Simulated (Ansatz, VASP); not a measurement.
**Two plane-wave programs on TePb**

```xyz
2
Lattice="0.0000 3.1873 3.1873 3.1873 0.0000 3.1873 3.1873 3.1873 0.0000" Properties=species:S:1:pos:R:3 pbc="T T T"
Pb    0.0000    0.0000    0.0000
Te    3.1873    3.1873    3.1873
```

Alike in both runs: task single point; functional PBE; dispersion D4; k mesh 7 × 7 × 7; occupations fermi-dirac, width 0.05 eV; no spin polarisation.

|  | VASP | Ansatz |
| --- | --- | --- |
| version | VASP 6.6.1 | Ansatz 0.2.0 |
| potentials or method | VASP PAW PBE potentials, release 64 (Pb_d, Te) | Ansatz PAW |
| plane-wave cutoff (eV) | 520 | 420 |
| valence electrons in the cell | 20 | 30 |

|  | VASP | Ansatz | Ansatz less VASP |
| --- | --- | --- | --- |
| pressure (GPa) | 2.1 | 2.1 | +0.06 |

VASP's potentials hold 20 valence electrons a cell and Ansatz's 30, so a difference there can come from the potentials and not from the codes.

Neither program's run includes spin-orbit coupling.
